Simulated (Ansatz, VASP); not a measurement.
Two plane-wave programs on Mg

```
Mg
1.0
     1.58180   -5.75367    0.00000
     1.58180    5.75367    0.00000
     0.00000    0.00000    5.36375
Mg
4
Direct
  0.13258 0.86742 0.00000
  0.63258 0.36742 0.50000
  0.86742 0.13258 0.00000
  0.36742 0.63258 0.50000
```

Alike in both runs: functional PBE; k mesh 6 × 6 × 4; occupations gaussian, width 0.1 eV; no spin polarisation.

Ansatz relaxed the structure, and its values are those at the end. VASP's run is a single point on that final structure, the one shown.

```csv
,VASP,Ansatz
version,VASP 6.6.1,Ansatz 0.2.0
potentials or method,"VASP PAW PBE potentials, release 64 (Mg), cutoff 520 eV","scalar-relativistic, plane waves, PAW"
valence electrons in the cell,8,40
```

|  | VASP | Ansatz | Ansatz less VASP |
| --- | --- | --- | --- |
| gap on the k mesh at the Fermi level (eV) | none | none | - |
| pressure (GPa) | -0.1 | 0.0 | +0.10 |

A gap of «none» marks a metal or a gap that the smearing closes. The functional is the same, so the differences come from potentials, cutoffs and numerics. VASP's potentials hold 8 valence electrons a cell and Ansatz's 40, so a difference there can come from the potentials and not from the codes.
